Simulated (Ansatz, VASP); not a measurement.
# One calculation of In, two programs

```xyz
1
Lattice="-1.6580 1.6580 2.4737 1.6580 -1.6580 2.4737 1.6580 1.6580 -2.4737" Properties=species:S:1:pos:R:3 pbc="T T T"
In    0.0000    0.0000    0.0000
```

Alike in both runs: task single point; functional PBEsol; k mesh 9 × 9 × 9; occupations fermi-dirac, width 0.05 eV; no spin polarisation.

```csv
,VASP,Ansatz
version,VASP 6.6.1,Ansatz 0.2.0
potentials or method,"VASP PAW PBE potentials, release 64 (In_d)",Ansatz PAW
plane-wave cutoff (eV),520,420
valence electrons in the cell,13,13
```

```tsv
	VASP	Ansatz	Ansatz less VASP
gap on the k mesh at the Fermi level (eV)	none	none	-
pressure (GPa)	-2.1	-2.1	+0.02
traceless stress, the component that is largest in VASP (GPa)	0.20	0.20	+0.003
```

VASP's potentials were made for PBE, not for PBEsol. A gap of «none» marks a metal or a gap that the smearing closes. The functional is the same, so the differences come from potentials, cutoffs and numerics.
